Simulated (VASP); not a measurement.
# Os4C in VASP: a series of runs

Os4C is run at these levels: LDA; tasks: relaxation of the atoms, single point.

Everything below comes from runs of VASP 6.6.1. Logs are shortened: lines on timing, memory, paths and dates and some standing lists are left out, and cuts for length are marked.

## Step 1: The cell of the first run

The cell holds a slab with vacuum, 5 atoms: a = 2.715 Å, b = 2.715 Å, c = 21.866 Å, α = 90.00°, β = 90.00°, γ = 120.00°.

## Step 2: Relaxation of the atoms, LDA

Input file INCAR:

```
SYSTEM = Os4C
PREC = Accurate
ENCUT = 520
EDIFF = 1E-7
ISMEAR = 0
SIGMA = 0.1
LREAL = .False.
LASPH = .True.
NELM = 120
ALGO = Normal
ISIF = 2
LWAVE = .False.
LCHARG = .False.
LDIPOL = .True.
IDIPOL = 3
DIPOL = 0.5 0.5 0.368
IBRION = 2
NSW = 36
EDIFFG = -0.025
GGA_COMPAT = .False.
NELMIN = 4
NELMDL = -8
```

Input file KPOINTS:

```
Automatic mesh
0
Gamma
  12 12 1
  0 0 0
```

Input file POSCAR:

```
Os4C
1.0
    2.7145740629      0.0000000000      0.0000000000
   -1.3572870314      2.3508900989      0.0000000000
    0.0000000000      0.0000000000     21.8661488866
Os C
4 1
Selective dynamics
Direct
    0.6666666667      0.3333333333      0.1829311609  F F F
    0.3333333333      0.6666666667      0.2811020214  F F F
    0.6666666667      0.3333333333      0.3787246389  F F F
    0.3333333333      0.6666666667      0.4740729124  F F F
    1.0000000000      1.0000000000      0.5252034553  F F T
```

Potentials or basis: VASP PAW LDA potentials, release 64 (Os_sv_GW, C).

Run with:

```
$ cat potpaw_LDA.64/Os_sv_GW/POTCAR potpaw_LDA.64/C/POTCAR > POTCAR
$ mpirun -np 1 vasp_std > vasp.out
```

OUTCAR:

```text
SYSTEM = Os4C
   PREC = Accurate
   ENCUT = 520
   EDIFF = 1E-7
   ISMEAR = 0
   LREAL = .False.
   LASPH = .True.
   NELM = 120
   ISIF = 2
   IBRION = 2
   NSW = 36
   EDIFFG = -0.025
   NELMIN = 4
   NELMDL = -8

 ion  position               nearest neighbor table
   1  0.667  0.333  0.183-   2 2.66   2 2.66   2 2.66
   2  0.333  0.667  0.281-   3 2.65   3 2.65   3 2.65   1 2.66   1 2.66   1 2.66
   3  0.667  0.333  0.379-   4 2.61   4 2.61   4 2.61   2 2.65   2 2.65   2 2.65
   4  0.333  0.667  0.474-   5 1.93   5 1.93   5 1.93   3 2.61   3 2.61   3 2.61
   5  0.000  0.000  0.525-   4 1.93   4 1.93   4 1.93

  LATTYP: Found a hexagonal cell.
 ALAT       =     2.7145740629
 C/A-ratio  =     8.0550938674

  Lattice vectors:

 A1 = (   2.7145740629,   0.0000000000,   0.0000000000)
 A2 = (  -1.3572870314,   2.3508900989,   0.0000000000)
 A3 = (   0.0000000000,   0.0000000000,  21.8661488866)

Analysis of symmetry for initial positions (statically):
=====================================================================
 Subroutine PRICEL returns:
 Original cell was already a primitive cell.

 Routine SETGRP: Setting up the symmetry group for a
 hexagonal supercell.

 Subroutine GETGRP returns: Found  6 space group operations
 (whereof  6 operations were pure point group operations)
 out of a pool of 24 trial point group operations.

The static configuration has the point symmetry C_3v.

Analysis of symmetry for dynamics (positions and initial velocities):
=====================================================================
 Subroutine PRICEL returns:
 Original cell was already a primitive cell.

 Routine SETGRP: Setting up the symmetry group for a
 hexagonal supercell.

 Subroutine GETGRP returns: Found  6 space group operations
 (whereof  6 operations were pure point group operations)
 out of a pool of 24 trial point group operations.

The dynamic configuration has the point symmetry C_3v.

Analysis of constrained symmetry for selective dynamics:
=====================================================================
 Subroutine PRICEL returns:
 Original cell was already a primitive cell.

 Routine SETGRP: Setting up the symmetry group for a
 hexagonal supercell.

 Subroutine GETGRP returns: Found  6 space group operations
 (whereof  6 operations were pure point group operations)
 out of a pool of 24 trial point group operations.

The constrained configuration has the point symmetry C_3v.

 Subroutine INISYM returns: Found  6 space group operations
 (whereof  6 operations are pure point group operations),
 and found     1 'primitive' translations

----------------------------------------------------------------------------------------

                                     Primitive cell

  volume of cell :     139.5424

  direct lattice vectors                    reciprocal lattice vectors
     2.714574063  0.000000000  0.000000000     0.368381918  0.212685400  0.000000000
    -1.357287031  2.350890099  0.000000000     0.000000000  0.425370799  0.000000000
     0.000000000  0.000000000 21.866148887     0.000000000  0.000000000  0.045732790

  length of vectors
     2.714574063  2.714574063 21.866148887     0.425370799  0.425370799  0.045732790

  position of ions in fractional coordinates (direct lattice)
     0.666666667  0.333333333  0.182931161
     0.333333333  0.666666667  0.281102021
     0.666666667  0.333333333  0.378724639
     0.333333333  0.666666667  0.474072912
     0.000000000  0.000000000  0.525203455

  ion indices of the primitive-cell ions
   primitive index   ion index
                 1           1
                 2           2
                 3           3
                 4           4
                 5           5

----------------------------------------------------------------------------------------

 KPOINTS: Automatic mesh

Automatic generation of k-mesh.
 Grid dimensions read from file:
 generate k-points for:   12   12    1

 Generating k-lattice:

  Cartesian coordinates                     Fractional coordinates (reciprocal lattice)
     0.030698493  0.017723783  0.000000000     0.083333333  0.000000000  0.000000000
     0.000000000  0.035447567  0.000000000     0.000000000  0.083333333  0.000000000
     0.000000000  0.000000000  0.045732790     0.000000000  0.000000000  1.000000000

  Length of vectors
     0.035447567  0.035447567  0.045732790

  Shift w.r.t. Gamma in fractional coordinates (k-lattice)
     0.000000000  0.000000000  0.000000000

 Subroutine IBZKPT returns following result:
 ===========================================

 Found     19 irreducible k-points:

 Following reciprocal coordinates:
            Coordinates               Weight
  0.000000  0.000000  0.000000      1.000000
  0.083333  0.000000  0.000000      6.000000
  0.166667  0.000000  0.000000      6.000000
  0.250000 -0.000000  0.000000      6.000000
  0.333333  0.000000  0.000000      6.000000
  0.416667  0.000000  0.000000      6.000000
[... 11 lines left out ...]
  0.333333  0.250000  0.000000     12.000000
  0.333333  0.333333  0.000000      2.000000
   k-points           NKPTS =     19   k-points in BZ     NKDIM =     19   number of bands    NBANDS=     40
   number of dos      NEDOS =    301   number of ions     NIONS =      5
   total plane-waves  NPLWV =  67200
   dimension x,y,z NGX =    20 NGY =   20 NGZ =  168
   dimension x,y,z NGXF=    40 NGYF=   40 NGZF=  336
   ions per type =               4   1
   NGX,Y,Z   is equivalent  to a cutoff of  12.25, 12.25, 12.77 a.u.
   NGXF,Y,Z  is equivalent  to a cutoff of  24.50, 24.50, 25.55 a.u.
 SYSTEM =  Os4C
   PREC   = accura    normal or accurate (medium, high low for compatibility)
   ISTART =      0    job   : 0-new  1-cont  2-samecut
   ICHARG =      2    charge: 1-file 2-atom 10-const
   ISPIN  =      1    spin polarized calculation?
   LNONCOLLINEAR =      F non collinear calculations
   LSORBIT =      F    spin-orbit coupling
   LASPH  =      T    aspherical Exc in radial PAW
   ENCUT  =  520.0 eV  38.22 Ry    6.18 a.u.   5.05  5.05 40.66*2*pi/ulx,y,z
   NELM   =    120;   NELMIN=  4; NELMDL= -8     # of ELM steps
   EDIFF  = 0.1E-06   stopping-criterion for ELM
   LREAL  =      F    real-space projection
   EDIFFG = -.3E-01   stopping-criterion for IOM
   NSW    =     36    number of steps for IOM
   IBRION =      2    ionic relax: 0-MD 1-quasi-New 2-CG
   NFREE  =      1    steps in history (QN), initial steepest desc. (CG)
   ISIF   =      2    stress and relaxation
   ISYM   =      2    0-nonsym 1-usesym 2-fastsym
   POTIM  = 0.5000    time-step for ionic-motion
   TEBEG  =    0.0;   TEEND  =   0.0 temperature during run
   PSTRESS=    0.0 pullay stress
   NELECT =      68.0000    total number of electrons
   NUPDOWN=      -1.0000    fix difference up-down
   EMIN   =  10.00;   EMAX   =-10.00  energy-range for DOS
   EFERMI =   0.00;   METHOD = LEGACY
   ISMEAR =     0;   SIGMA  =   0.10  broadening in eV -4-tet -1-fermi 0-gaus
   EFERMI_NEDOS =   21; number of points for ismear=-14 and -15
   IALGO  =     38    algorithm
   IMIX   =      4    mixing-type and parameters
     AMIX     =   0.40;   BMIX     =  1.00
     AMIX_MAG =   1.60;   BMIX_MAG =  1.00
  volume/ion in A,a.u.               =      27.91       188.34
  Fermi-wavevector in a.u.,A,eV,Ry     =   1.288276  2.434489 22.580989  1.659656
  Thomas-Fermi vector in A             =   2.420240
   LORBIT       =      0    0 simple, 1 ext, 2 COOP (PROOUT), +10 PAW based schemes
   GGA     = CA    functional components
   LHFCALC =     F    Hartree Fock is set to
   AEXX    =    0.0000 exact exchange contribution
   IVDW    =     0    specifies the selected vdW correction
   LEPSILON=     F    determine dielectric tensor
   LRPA    =     F    only Hartree local field effects (RPA)
 conjugate gradient relaxation of ions
 non-spin polarized calculation
 Gauss-broadening in eV      SIGMA  =   0.10
  energy-cutoff  :      520.00
  volume of cell :      139.54
 maximum number of plane-waves:      3813
   NGX = 11   NGY = 11   NGZ = 81

--------------------------------------- Ionic step        1  -------------------------------------------

 number of electron      67.9999998 magnetization

 Free energy of the ion-electron system (eV)
  ---------------------------------------------------
  ext. energy  EPLUGINS =         0.00000000
  ---------------------------------------------------
  free energy    TOTEN  =       -60.19448160 eV

  energy without entropy =      -60.17354373  energy(sigma->0) =      -60.18401266

------------------------ aborting loop because EDIFF is reached ----------------------------------------

 vacuum level on the upper side and lower side of the slab       (xc-potential included)        -0.153        -0.119

  FORCE on cell =-STRESS in cart. coord.  units (eV):
  Direction    XX          YY          ZZ          XY          YZ          ZX
  --------------------------------------------------------------------------------------
  -------------------------------------------------------------------------------------
  Total        4.7481875      4.7481875      5.6453416      0.0000000      0.0000000      0.0000000
  in kB       54.5170216     54.5170216     64.8178295      0.0000000      0.0000000      0.0000000
  external PRESSURE =      57.9506243 kB  Pullay stress =       0.0000000 kB
[... 59 lines left out ...]
  FREE ENERGIE OF THE ION-ELECTRON SYSTEM (eV)
  ---------------------------------------------------
  free  energy   TOTEN  =       -60.2323988203 eV

  energy  without entropy=      -60.2118578262  energy(sigma->0) =      -60.22212832

 dipolmoment           0.000000      0.000000     -0.009303 electrons x Angstroem

--------------------------------------- Ionic step        3  -------------------------------------------

 number of electron      67.9999998 magnetization

 dipolmoment           0.000000      0.000000      0.007048 electrons x Angstroem

 Free energy of the ion-electron system (eV)
  ---------------------------------------------------
  ext. energy  EPLUGINS =         0.00000000
  ---------------------------------------------------
  free energy    TOTEN  =       -60.23382904 eV

  energy without entropy =      -60.21352991  energy(sigma->0) =      -60.22367948

 E-fermi :   2.6317     XC(G=0):  -7.2611

 val. band max:        2.5858233845   @ k =   0.4167   0.0833   0.0000
 cond. band min:       2.6662454319   @ k =   0.1667   0.1667   0.0000
 fundamental gap:      0.0804220474
 Fermi energy:         2.6316802092

 k-point     1 :       0.0000    0.0000    0.0000
  band No.  band energies     occupation
      1     -84.1121      2.00000
      2     -83.7151      2.00000
      3     -83.6369      2.00000
      4     -83.2005      2.00000
      5     -44.1288      2.00000
      6     -43.6630      2.00000
[... 806 lines left out ...]
     39       5.2975      0.00000
     40       8.6945      0.00000

------------------------ aborting loop because EDIFF is reached ----------------------------------------

 vacuum level on the upper side and lower side of the slab       (xc-potential included)         0.046        -0.222

  FORCE on cell =-STRESS in cart. coord.  units (eV):
  Direction    XX          YY          ZZ          XY          YZ          ZX
  --------------------------------------------------------------------------------------
  -------------------------------------------------------------------------------------
  Total        2.9294585      2.9294585      3.8798307      0.0000000      0.0000000      0.0000000
  in kB       33.6350141     33.6350141     44.5468541      0.0000000      0.0000000      0.0000000
  external PRESSURE =      37.2722941 kB  Pullay stress =       0.0000000 kB
[... 20 lines left out ...]
  FREE ENERGIE OF THE ION-ELECTRON SYSTEM (eV)
  ---------------------------------------------------
  free  energy   TOTEN  =       -60.2338290423 eV

  energy  without entropy=      -60.2135299115  energy(sigma->0) =      -60.22367948

 reached required accuracy - stopping structural energy minimisation

 vacuum level on the upper side and lower side of the slab         8.474         8.228
```

Run time: 8.8 min. Hardware: 1 thread of Intel Xeon Platinum 8488C (Sapphire Rapids), shared host; peak memory 0.26 GiB.

What came out:

```
Free energy               : -60.2338 eV
Energy gained by relaxing : 7.9 meV/atom
Ionic steps               : 3
Band gap on the k mesh    : zero (bands 34 and 35 overlap by 2.44 eV)
```

Step by step:
| step | energy change (eV) | largest force on free atoms (eV/Å) | pressure (GPa) |
| --- | --- | --- | --- |
| 1 | 0.0000 | 1.1607 | 5.80 |
| 2 | -0.0379 | 0.2121 | 4.11 |
| 3 | -0.0393 | 0.0007 | 3.73 |

Final structure:
```
Os C
1.0
     2.71457    0.00000    0.00000
    -1.35729    2.35089    0.00000
     0.00000    0.00000   21.86615
Os C
4 1
Direct
  0.66667 0.33333 0.18293
  0.33333 0.66667 0.28110
  0.66667 0.33333 0.37872
  0.33333 0.66667 0.47407
  0.00000 0.00000 0.52838
```

Levels at points of the mesh, in eV from the Fermi level:
```tsv
k point	band 31	band 32	band 33	band 34	band 35	band 36	band 37	band 38
(0.00, 0.00, 0.00)	-2.33	-2.33	-1.37	-1.37	-0.44	-0.44	-0.08	0.63
(0.50, 0.00, 0.00)	-0.86	0.09	0.88	1.25	1.53	2.05	2.17	2.45
```

Caveat: spin-orbit coupling is left out, which moves the levels of the heavy elements.

## Step 3: Single point, LDA

Input file INCAR:

```
SYSTEM = Os4C
PREC     = Accurate       ! precision mode
ENCUT    = 520            ! plane-wave cutoff, eV
EDIFF    = 1E-6           ! SCF threshold, eV
ISMEAR   = 0              ! smearing method
SIGMA    = 0.1            ! smearing width, eV
LREAL    = .False.        ! projectors in reciprocal space
LASPH    = .True.         ! aspherical terms in the spheres
NELM     = 60             ! most SCF steps
ALGO     = Normal         ! electronic algorithm
ISIF     = 2              ! what is computed and relaxed
LWAVE    = .False.        ! write WAVECAR
LCHARG   = .True.         ! write CHGCAR
LDIPOL   = .True.       
IDIPOL   = 3            
DIPOL    = 0.5 0.5 0.374
LELF     = .True.         ! ELF
LVHAR    = .True.       
LVACPOTAV= .True.       
NBANDS   = 26             ! bands
```

KPOINTS is that of step 2.

Input file POSCAR:

```
Os4C
1.0
    2.7145740629      0.0000000000      0.0000000000
   -1.3572870314      2.3508900989      0.0000000000
    0.0000000000      0.0000000000     21.8661488866
Os C
4 1
Direct
    0.6666666667      0.3333333333      0.1829311609
    0.3333333333      0.6666666667      0.2811020214
    0.6666666667      0.3333333333      0.3787246389
    0.3333333333      0.6666666667      0.4740729124
    0.3333333333      0.6666666667      0.5554737285
```

Potentials or basis: VASP PAW LDA potentials, release 64 (Os, C).

Run with:

```
$ cat potpaw_LDA.64/Os/POTCAR potpaw_LDA.64/C/POTCAR > POTCAR
$ mpirun -np 1 vasp_std > vasp.out
```

Run time: 87 s. Hardware: 1 thread of Intel Xeon 6975P-C (Granite Rapids), shared host; peak memory 0.24 GiB.

The run converged. Its results:

* Free energy: -54.1872 eV
* Largest force: 2.636 eV/Å
* Band gap on the k mesh: zero (bands 18 and 19 overlap by 2.58 eV)

Forces in eV/Å, atoms in the order of the input:
```
Os   0.000  0.000  1.140
Os   0.000  0.000 -1.036
Os   0.000  0.000 -2.636
Os   0.000  0.000  2.179
C    0.000  0.000  0.353
```

Levels at points of the mesh, in eV from the Fermi level:
| k point | band 15 | band 16 | band 17 | band 18 | band 19 | band 20 |
| --- | --- | --- | --- | --- | --- | --- |
| (0.00, 0.00, 0.00) | -2.34 | -2.34 | -1.15 | -1.15 | -0.80 | -0.12 |
| (0.50, 0.00, 0.00) | -0.32 | 0.38 | 0.81 | 1.55 | 2.15 | 2.40 |

Caveat: spin-orbit coupling is left out, which moves the levels of the heavy elements.

[end of part 1 of 2]

The gap in the log of VASP goes by the Fermi energy; the results here count the filled bands.